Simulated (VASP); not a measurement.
# Li3ClO (Pm-3m) in VASP: notebook

Li3ClO is run at these levels: LDA; tasks: single point.

All numbers are computed with VASP 6.6.1; they aren't measurements. Logs are shortened: lines on timing, memory, paths and dates and some standing lists are left out, and cuts for length are marked.

**1. The cell of the first run**

It takes space group Pm-3m (No. 221, cubic). The conventional cell has a = 3.771 Å, b = 3.771 Å, c = 3.771 Å, α = 90.00°, β = 90.00°, γ = 90.00°. Within 2.5 Å of Li (site symmetry 4/mmm) lie 2 O at 1.89 Å. Cl (site symmetry m-3m) has 12 Li at 2.67 Å and 8 O at 3.27 Å within 3.5 Å. O (site symmetry m-3m) has 6 Li at 1.89 Å within 2.5 Å.

**2. Single point, LDA**

Input file INCAR:

```
PREC = Accurate ; ENCUT = 520
EDIFF = 1E-6 ; ISMEAR = 0
SIGMA = 0.01 ; LREAL = False
LASPH = True ; NELM = 60
ALGO = Normal ; ISIF = 2
LWAVE = False ; LCHARG = False
NBANDS = 19
```

Input file KPOINTS:

```
regular mesh
0
Gamma
  4 4 4
```

Input file POSCAR:

```
Li3ClO
1.0
    3.7707125613      0.0000000000      0.0000000000
    0.0000000000      3.7707125613      0.0000000000
    0.0000000000      0.0000000000      3.7707125613
Li Cl O
3 1 1
Direct
    0.0000000000      0.5000000000      0.5000000000
    0.5000000000      0.0000000000      0.5000000000
    0.5000000000      0.5000000000      0.0000000000
    0.0000000000      0.0000000000      0.0000000000
    0.5000000000      0.5000000000      0.5000000000
```

Potentials or basis: VASP PAW LDA potentials, release 64 (Li_sv, Cl, O).

Launch:

```console
cat potpaw_LDA.64/Li_sv/POTCAR potpaw_LDA.64/Cl/POTCAR potpaw_LDA.64/O/POTCAR > POTCAR
mpirun -np 1 vasp_std > vasp.out
```

OUTCAR:

```text
PREC = Accurate
   ENCUT = 520
   EDIFF = 1E-6
   ISMEAR = 0
   LREAL = False
   LASPH = True
   NELM = 60
   ISIF = 2

 ion  position               nearest neighbor table
   1  0.000  0.500  0.500-   5 1.89   5 1.89
   2  0.500  0.000  0.500-   5 1.89   5 1.89
   3  0.500  0.500  0.000-   5 1.89   5 1.89
   4  0.000  0.000  0.000-
   5  0.500  0.500  0.500-   1 1.89   2 1.89   3 1.89   3 1.89   2 1.89   1 1.89

  LATTYP: Found a simple cubic cell.
 ALAT       =     3.7707125613

  Lattice vectors:

 A1 = (   3.7707125613,   0.0000000000,   0.0000000000)
 A2 = (   0.0000000000,   3.7707125613,   0.0000000000)
 A3 = (   0.0000000000,   0.0000000000,   3.7707125613)

Analysis of symmetry for initial positions (statically):
=====================================================================
 Subroutine PRICEL returns:
 Original cell was already a primitive cell.

 Routine SETGRP: Setting up the symmetry group for a
 simple cubic supercell.

 Subroutine GETGRP returns: Found 48 space group operations
[... 9 lines left out ...]

 Routine SETGRP: Setting up the symmetry group for a
 simple cubic supercell.

 Subroutine GETGRP returns: Found 48 space group operations
 (whereof 48 operations were pure point group operations)
 out of a pool of 48 trial point group operations.

The dynamic configuration has the point symmetry O_h .

 Subroutine INISYM returns: Found 48 space group operations
 (whereof 48 operations are pure point group operations),
 and found     1 'primitive' translations

----------------------------------------------------------------------------------------

                                     Primitive cell

  volume of cell :      53.6130

  direct lattice vectors                    reciprocal lattice vectors
     3.770712561  0.000000000  0.000000000     0.265201864  0.000000000  0.000000000
     0.000000000  3.770712561  0.000000000     0.000000000  0.265201864  0.000000000
     0.000000000  0.000000000  3.770712561     0.000000000  0.000000000  0.265201864

  length of vectors
     3.770712561  3.770712561  3.770712561     0.265201864  0.265201864  0.265201864

  position of ions in fractional coordinates (direct lattice)
     0.000000000  0.500000000  0.500000000
     0.500000000  0.000000000  0.500000000
     0.500000000  0.500000000  0.000000000
     0.000000000  0.000000000  0.000000000
     0.500000000  0.500000000  0.500000000

  ion indices of the primitive-cell ions
   primitive index   ion index
                 1           1
                 2           2
                 3           3
                 4           4
                 5           5

----------------------------------------------------------------------------------------

 KPOINTS: regular mesh

Automatic generation of k-mesh.
 Grid dimensions read from file:
 generate k-points for:    4    4    4

 Generating k-lattice:

  Cartesian coordinates                     Fractional coordinates (reciprocal lattice)
     0.066300466  0.000000000  0.000000000     0.250000000  0.000000000  0.000000000
     0.000000000  0.066300466  0.000000000     0.000000000  0.250000000  0.000000000
     0.000000000  0.000000000  0.066300466     0.000000000  0.000000000  0.250000000

  Length of vectors
     0.066300466  0.066300466  0.066300466

  Shift w.r.t. Gamma in fractional coordinates (k-lattice)
     0.000000000  0.000000000  0.000000000

 Subroutine IBZKPT returns following result:
 ===========================================

 Found     10 irreducible k-points:

 Following reciprocal coordinates:
            Coordinates               Weight
  0.000000  0.000000  0.000000      1.000000
  0.250000  0.000000  0.000000      6.000000
  0.500000  0.000000  0.000000      3.000000
  0.250000  0.250000  0.000000     12.000000
  0.500000  0.250000  0.000000     12.000000
  0.500000  0.500000  0.000000      3.000000
  0.250000  0.250000  0.250000      8.000000
  0.500000  0.250000  0.250000     12.000000
  0.500000  0.500000  0.250000      6.000000
  0.500000  0.500000  0.500000      1.000000
   k-points           NKPTS =     10   k-points in BZ     NKDIM =     10   number of bands    NBANDS=     19
   number of dos      NEDOS =    301   number of ions     NIONS =      5
   total plane-waves  NPLWV =  21952
   dimension x,y,z NGX =    28 NGY =   28 NGZ =   28
   dimension x,y,z NGXF=    56 NGYF=   56 NGZF=   56
   ions per type =               3   1   1
   NGX,Y,Z   is equivalent  to a cutoff of  12.34, 12.34, 12.34 a.u.
   NGXF,Y,Z  is equivalent  to a cutoff of  24.69, 24.69, 24.69 a.u.
 SYSTEM =  unknown system
   PREC   = accura    normal or accurate (medium, high low for compatibility)
   ISTART =      0    job   : 0-new  1-cont  2-samecut
   ICHARG =      2    charge: 1-file 2-atom 10-const
   ISPIN  =      1    spin polarized calculation?
   LNONCOLLINEAR =      F non collinear calculations
   LSORBIT =      F    spin-orbit coupling
   LASPH  =      T    aspherical Exc in radial PAW
   ENCUT  =  520.0 eV  38.22 Ry    6.18 a.u.   7.01  7.01  7.01*2*pi/ulx,y,z
   NELM   =     60;   NELMIN=  2; NELMDL= -5     # of ELM steps
   EDIFF  = 0.1E-05   stopping-criterion for ELM
   LREAL  =      F    real-space projection
   EDIFFG = 0.1E-04   stopping-criterion for IOM
   NSW    =      0    number of steps for IOM
   IBRION =     -1    ionic relax: 0-MD 1-quasi-New 2-CG
   NFREE  =      0    steps in history (QN), initial steepest desc. (CG)
   ISIF   =      2    stress and relaxation
   ISYM   =      2    0-nonsym 1-usesym 2-fastsym
   POTIM  = 0.5000    time-step for ionic-motion
   TEBEG  =    0.0;   TEEND  =   0.0 temperature during run
   PSTRESS=    0.0 pullay stress
   NELECT =      22.0000    total number of electrons
   NUPDOWN=      -1.0000    fix difference up-down
   EMIN   =  10.00;   EMAX   =-10.00  energy-range for DOS
   EFERMI =   0.00;   METHOD = LEGACY
   ISMEAR =     0;   SIGMA  =   0.01  broadening in eV -4-tet -1-fermi 0-gaus
   EFERMI_NEDOS =   21; number of points for ismear=-14 and -15
   IALGO  =     38    algorithm
   IMIX   =      4    mixing-type and parameters
     AMIX     =   0.40;   BMIX     =  1.00
     AMIX_MAG =   1.60;   BMIX_MAG =  1.00
  volume/ion in A,a.u.               =      10.72        72.36
  Fermi-wavevector in a.u.,A,eV,Ry     =   1.216538  2.298923 20.136138  1.479964
  Thomas-Fermi vector in A             =   2.351888
   LORBIT       =      0    0 simple, 1 ext, 2 COOP (PROOUT), +10 PAW based schemes
   GGA     = CA    functional components
   LHFCALC =     F    Hartree Fock is set to
   AEXX    =    0.0000 exact exchange contribution
   IVDW    =     0    specifies the selected vdW correction
   LEPSILON=     F    determine dielectric tensor
   LRPA    =     F    only Hartree local field effects (RPA)
 non-spin polarized calculation
 Gauss-broadening in eV      SIGMA  =   0.01
  energy-cutoff  :      520.00
  volume of cell :       53.61
 maximum number of plane-waves:      1472
   NGX = 15   NGY = 15   NGZ = 15

 number of electron      21.9999974 magnetization

 Free energy of the ion-electron system (eV)
  ---------------------------------------------------
  ext. energy  EPLUGINS =         0.00000000
  ---------------------------------------------------
  free energy    TOTEN  =       -23.73524382 eV

  energy without entropy =      -23.73524382  energy(sigma->0) =      -23.73524382

 E-fermi :   2.3738     XC(G=0): -10.0113

 val. band max:        2.2954393059   @ k =   0.5000   0.5000   0.0000
 cond. band min:       6.9901855102   @ k =   0.5000   0.5000   0.0000
 fundamental gap:      4.6947462042
 Fermi energy:         2.3738493990

 k-point     1 :       0.0000    0.0000    0.0000
  band No.  band energies     occupation
      1     -40.0096      2.00000
      2     -39.8987      2.00000
      3     -39.8987      2.00000
      4     -12.8859      2.00000
      5     -11.7832      2.00000
      6      -0.9715      2.00000
[... 11 lines left out ...]
     18      14.6549      0.00000
     19      14.6549      0.00000

 k-point     2 :       0.2500    0.0000    0.0000
  band No.  band energies     occupation
      1     -39.9950      2.00000
      2     -39.9121      2.00000
      3     -39.8985      2.00000
      4     -12.7416      2.00000
      5     -11.9642      2.00000
      6      -1.1956      2.00000
[... 11 lines left out ...]
     18      14.1168      0.00000
     19      14.3356      0.00000

 k-point     3 :       0.5000    0.0000    0.0000
  band No.  band energies     occupation
      1     -39.9718      2.00000
      2     -39.9339      2.00000
      3     -39.8982      2.00000
      4     -12.4398      2.00000
      5     -12.2999      2.00000
      6      -1.4662      2.00000
[... 11 lines left out ...]
     18      13.5473      0.00000
     19      15.6860      0.00000

 k-point     4 :       0.2500    0.2500    0.0000
  band No.  band energies     occupation
      1     -39.9820      2.00000
      2     -39.9159      2.00000
      3     -39.9060      2.00000
      4     -12.6387      2.00000
      5     -12.0671      2.00000
      6      -1.5258      2.00000
[... 11 lines left out ...]
     18      14.4433      0.00000
     19      15.4243      0.00000

 k-point     5 :       0.5000    0.2500    0.0000
  band No.  band energies     occupation
      1     -39.9604      2.00000
      2     -39.9335      2.00000
      3     -39.9084      2.00000
      4     -12.4861      2.00000
      5     -12.2175      2.00000
      6      -1.7841      2.00000
[... 11 lines left out ...]
     18      15.1128      0.00000
     19      16.9520      0.00000

 k-point     6 :       0.5000    0.5000    0.0000
  band No.  band energies     occupation
      1     -39.9344      2.00000
      2     -39.9332      2.00000
      3     -39.9332      2.00000
      4     -12.5318      2.00000
      5     -12.1312      2.00000
      6      -2.0075      2.00000
[... 11 lines left out ...]
     18      16.9018      0.00000
     19      17.3805      0.00000

 k-point     7 :       0.2500    0.2500    0.2500
  band No.  band energies     occupation
      1     -39.9710      2.00000
      2     -39.9156      2.00000
      3     -39.9156      2.00000
      4     -12.5839      2.00000
      5     -12.1033      2.00000
      6      -1.2922      2.00000
[... 11 lines left out ...]
     18      15.6388      0.00000
     19      15.6388      0.00000

 k-point     8 :       0.5000    0.2500    0.2500
  band No.  band energies     occupation
      1     -39.9521      2.00000
      2     -39.9332      2.00000
      3     -39.9154      2.00000
      4     -12.5357      2.00000
      5     -12.1294      2.00000
      6      -1.8159      2.00000
[... 11 lines left out ...]
     18      15.8131      0.00000
     19      17.0472      0.00000

 k-point     9 :       0.5000    0.5000    0.2500
  band No.  band energies     occupation
      1     -39.9334      2.00000
      2     -39.9328      2.00000
      3     -39.9328      2.00000
      4     -12.5844      2.00000
      5     -12.0371      2.00000
      6      -1.8372      2.00000
[... 11 lines left out ...]
     18      15.9984      0.00000
     19      17.3744      0.00000

 k-point    10 :       0.5000    0.5000    0.5000
  band No.  band energies     occupation
      1     -39.9325      2.00000
      2     -39.9325      2.00000
      3     -39.9325      2.00000
      4     -12.6363      2.00000
      5     -11.9383      2.00000
      6      -1.6317      2.00000
[... 11 lines left out ...]
     18      13.8675      0.00000
     19      18.1163      0.00000

------------------------ aborting loop because EDIFF is reached ----------------------------------------

  FORCE on cell =-STRESS in cart. coord.  units (eV):
  Direction    XX          YY          ZZ          XY          YZ          ZX
  --------------------------------------------------------------------------------------
  -------------------------------------------------------------------------------------
  Total       -0.0131384     -0.0131384     -0.0131384     -0.0000000     -0.0000000      0.0000000
  in kB       -0.3926281     -0.3926281     -0.3926281     -0.0000000     -0.0000000      0.0000000
  external PRESSURE =      -0.3926281 kB  Pullay stress =       0.0000000 kB

 VOLUME and BASIS-vectors are now :
 -----------------------------------------------------------------------------
  energy-cutoff  :      520.00
  volume of cell :       53.61
      direct lattice vectors                 reciprocal lattice vectors
     3.770712561  0.000000000  0.000000000     0.265201864  0.000000000  0.000000000
     0.000000000  3.770712561  0.000000000     0.000000000  0.265201864  0.000000000
     0.000000000  0.000000000  3.770712561     0.000000000  0.000000000  0.265201864

 POSITION                                       TOTAL-FORCE (eV/Angst)
 -----------------------------------------------------------------------------------
      0.00000      1.88536      1.88536         0.000000      0.000000      0.000000
      1.88536      0.00000      1.88536         0.000000      0.000000      0.000000
      1.88536      1.88536      0.00000         0.000000      0.000000      0.000000
      0.00000      0.00000      0.00000         0.000000      0.000000      0.000000
      1.88536      1.88536      1.88536         0.000000      0.000000      0.000000
 -----------------------------------------------------------------------------------
    total drift:                                0.000000      0.000000      0.000000

  FREE ENERGIE OF THE ION-ELECTRON SYSTEM (eV)
  ---------------------------------------------------
  free  energy   TOTEN  =       -23.7352438169 eV

  energy  without entropy=      -23.7352438169  energy(sigma->0) =      -23.73524382
```

Wall time 14 s (1 thread of AMD EPYC 7R13, shared host); peak memory 0.11 GiB.

Results:

```yaml
Free_energy: -23.7352 eV
Band_gap_on_the_k_mesh: 4.69 eV, direct
```

Caveat: the cutoff is under 1.25 times the usual one of these potentials, so pressure, stress and relaxed cells hold a basis-set (Pulay) error. LDA gaps usually lie below the measured ones, often by a third to a half.

**3. Single point, LDA**

This run uses another cell than the first one, of 11.94 Å³/atom, 1.114 times its volume.

Input file INCAR:

```
PREC = Accurate ; ENCUT = 520
EDIFF = 1E-6 ; ISMEAR = 0
SIGMA = 0.01 ; LREAL = False
LASPH = True ; NELM = 80
ALGO = Normal ; ISIF = 2
LWAVE = False ; LCHARG = False
GGA = CA ; NBANDS = 19
```

Input file KPOINTS:

```
Automatic mesh
0
Gamma
  4 4 4
```

POSCAR: that of step 2 with these lines changed.

```diff
@@ -2,5 +2,5 @@
 1.0
-    3.7707125613      0.0000000000      0.0000000000
-    0.0000000000      3.7707125613      0.0000000000
-    0.0000000000      0.0000000000      3.7707125613
+    3.9083370000      0.0000000000      0.0000000000
+    0.0000000000      3.9083370000      0.0000000000
+    0.0000000000      0.0000000000      3.9083370000
 Li Cl O
```

Potentials or basis: VASP PAW LDA potentials, release 64 (Li_sv, Cl, O).

Launch:

```console
cat potpaw_LDA.64/Li_sv/POTCAR potpaw_LDA.64/Cl/POTCAR potpaw_LDA.64/O/POTCAR > POTCAR
mpirun -np 1 vasp_std > vasp.out
```

Wall time 17 s (1 thread of AMD EPYC 7R13, shared host); peak memory 0.11 GiB.

Results (log left out):

```
Free energy            : -23.6269 eV
Band gap on the k mesh : 4.59 eV, indirect (least direct gap 4.61 eV)
```

Levels at points of the mesh, in eV from the valence-band top:
```
           k point  band 7  band 8  band 9  band 10  band 11  band 12  band 13  band 14  band 15  band 16
(0.00, 0.00, 0.00)   -2.94   -2.94   -0.52    -0.52    -0.52     4.59     6.91     6.91    11.42    11.42
(0.50, 0.00, 0.00)   -2.31   -2.31   -1.12    -1.12    -1.00     6.29     6.36     8.79     8.79     8.95
(0.50, 0.50, 0.00)   -3.89   -2.09   -0.92     0.00     0.00     4.61     6.66     7.74     7.74    10.04
(0.50, 0.50, 0.50)   -3.54   -3.54   -0.72    -0.72    -0.72     8.46     8.46     8.46     8.69     8.69
```

Caveat: the cutoff is under 1.25 times the usual one of these potentials, so pressure, stress and relaxed cells hold a basis-set (Pulay) error.
